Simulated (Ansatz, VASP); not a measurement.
**Two plane-wave programs on RbBr**

Contents of POSCAR:

```
RbBr
1.0
    0.0000000000      3.4720972769      3.4720972769
    3.4720972769      0.0000000000      3.4720972769
    3.4720972769      3.4720972769      0.0000000000
Rb Br
1 1
Direct
    0.0000000000      0.0000000000      0.0000000000
    0.5000000000      0.5000000000      0.5000000000
```

Contents of INCAR.step1:

```
SYSTEM = RbBr
PREC = Accurate ; ENCUT = 520
ISMEAR = -1 ; SIGMA = 0.05
LREAL = .FALSE. ; LASPH = .TRUE.
NELM = 80 ; NBANDS = 15
GGA = PE ; ALGO = Normal
EDIFF = 1E-4 ; LWAVE = .TRUE.
LCHARG = .FALSE.
```

File INCAR.step2:

```
SYSTEM = RbBr
PREC = Accurate ; ENCUT = 520
EDIFF = 1E-6 ; ISMEAR = -1
SIGMA = 0.05 ; LREAL = .FALSE.
LASPH = .TRUE. ; NELM = 80
ALGO = Normal ; ISIF = 2
LWAVE = .FALSE. ; LCHARG = .TRUE.
METAGGA = R2SCAN ; LMIXTAU = .TRUE.
LELF = .TRUE. ; LVHAR = .TRUE.
NBANDS = 15 ; ISTART = 1
```

The input KPOINTS:

```
Automatic mesh
0
G
  7 7 7
  0 0 0
```

The input input.yaml:

```yaml
crystal:
  lattice:
    - [0.0, 3.4720972769, 3.4720972769]
    - [3.4720972769, 0.0, 3.4720972769]
    - [3.4720972769, 3.4720972769, 0.0]
  atoms:
    - { symbol: Rb, position: [0.0, 0.0, 0.0] }
    - { symbol: Br, position: [0.5, 0.5, 0.5] }
hamiltonian:
  xc: r2scan
  pseudopotentials: { kind: paw }
kpoints:
  mp_grid: { grid: [7, 7, 7] }
scf:
  occupations: { method: fermi_dirac, width: 0.05 }
output:
  forces: true
  stress: true
  eigenvalues: true
```

Alike in both runs: task single point; functional r2SCAN; k mesh 7 × 7 × 7; occupations fermi-dirac, width 0.05 eV; no spin polarisation.

```csv
,VASP,Ansatz
version,VASP 6.6.1,Ansatz 0.2.0
potentials or method,"VASP PAW PBE potentials, release 64 (Rb_sv, Br)",Ansatz PAW
plane-wave cutoff (eV),520,500
valence electrons in the cell,16,16
```

```csv
,VASP,Ansatz,Ansatz less VASP
gap on the k mesh at the Fermi level (eV),4.87,4.87,0.000
least direct gap on the mesh (eV),4.87,4.87,0.000
pressure (GPa),-0.1,-0.1,-0.02
```

VASP's potentials were made for PBE, not for r2SCAN. The functional is the same, so the differences come from potentials, cutoffs and numerics.

Noted on Ansatz's run: odd divisions of the mesh miss points on the zone boundary, where band edges often lie, so the gap on the mesh can be too wide.
